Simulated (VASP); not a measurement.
# BN: single point with LDA

Crystal: BN.

```xyz
4
Lattice="2.6088 0.0000 0.0000 -1.3044 2.2593 0.0000 0.0000 0.0000 6.3345" Properties=species:S:1:pos:R:3 pbc="T T T"
B     0.0000    1.5062    1.5836
B     1.3044    0.7531    4.7509
N     0.0000    1.5062    4.7509
N     1.3044    0.7531    1.5836
```

This cell differs from its parent crystal: volume 9.334 Å^3 an atom, c/a of the conventional cell 2.4281.

```
Program                : VASP 6.6.1
Task                   : single point
Functional             : LDA
Potentials or basis    : VASP PAW LDA potentials, release 64 (B, N)
Cutoff                 : 520 eV
k mesh                 : 12 × 12 × 4
Occupations            : gaussian, width 0.05 eV
Spin                   : no spin polarisation
Dipole correction      : no
Further INCAR settings : ALGO = Normal; EDIFF = 1e-06; NBANDS = 16
```

The pressure is -29.2 GPa and the band gap on the k mesh is 3.77 eV, indirect (least direct gap 4.04 eV).

Stress tensor (GPa, compression positive):
```
-43.87   0.00   0.00
  0.00 -43.87   0.00
  0.00   0.00   0.18
```

Levels at points of the mesh, in eV from the valence-band top:
```
           k point  band 4  band 5  band 6  band 7  band 8  band 9  band 10  band 11  band 12  band 13
(0.00, 0.00, 0.00)   -3.22   -1.54   -1.54   -1.47   -1.47    5.14     9.92    10.33    10.33    10.37
(0.50, 0.00, 0.00)   -8.36   -4.06   -3.94   -1.65   -0.27    3.77     5.43     8.36     8.52    12.00
(0.00, 0.00, 0.50)   -4.82   -1.51   -1.51   -1.51   -1.51    7.57     7.57    10.43    10.43    10.43
(0.50, 0.00, 0.50)   -8.44   -4.00   -4.00   -0.90   -0.90    4.24     4.24     8.62     8.62    12.77
```

Wall time 40 s on 1 thread of Intel Xeon 8259CL, on a shared host, peak memory 0.15 GiB.

 A k mesh can miss the band edges.
